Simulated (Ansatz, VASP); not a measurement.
Two plane-wave programs on TaWC2

```
CELL_PARAMETERS angstrom
1.57186 0.90751 5.10162
-1.57186 0.90751 5.10162
0.00000 -1.81502 5.10162
ATOMIC_POSITIONS crystal
W 0.00000 0.00000 0.00000
Ta 0.50000 0.50000 0.50000
C 0.25093 0.25093 0.25093
C 0.74907 0.74907 0.74907
```

Alike in both runs: functional LDA; k mesh 10 × 10 × 10; occupations fermi-dirac, width 0.05 eV; no spin polarisation.

```csv
,VASP,Ansatz
version,VASP 6.6.1,Ansatz 0.2.0
potentials or method,"VASP PAW LDA potentials, release 64 (W_sv, Ta_sv_GW, C)",Ansatz PAW
plane-wave cutoff (eV),700,420
valence electrons in the cell,35,35
task,single point,band structure
```

VASP gave:

```
gap on the k mesh at the Fermi level (eV) : none
pressure (GPa)                            : -15.3
rms of the force components (eV/Å)        : 0.024
```

Problem. Estimate Ansatz's values.

Solution. gap on the k mesh at the Fermi level (eV): none; pressure (GPa): -16.6; rms of the force components (eV/Å): 0.033.

LDA's correlation is that of Perdew and Zunger in VASP and of Perdew and Wang (1992) in Ansatz. Atom by atom the forces differ by 0.009 eV/Å (rms over components). A gap of «none» marks a metal or a gap that the smearing closes.

Spin-orbit coupling is off throughout.
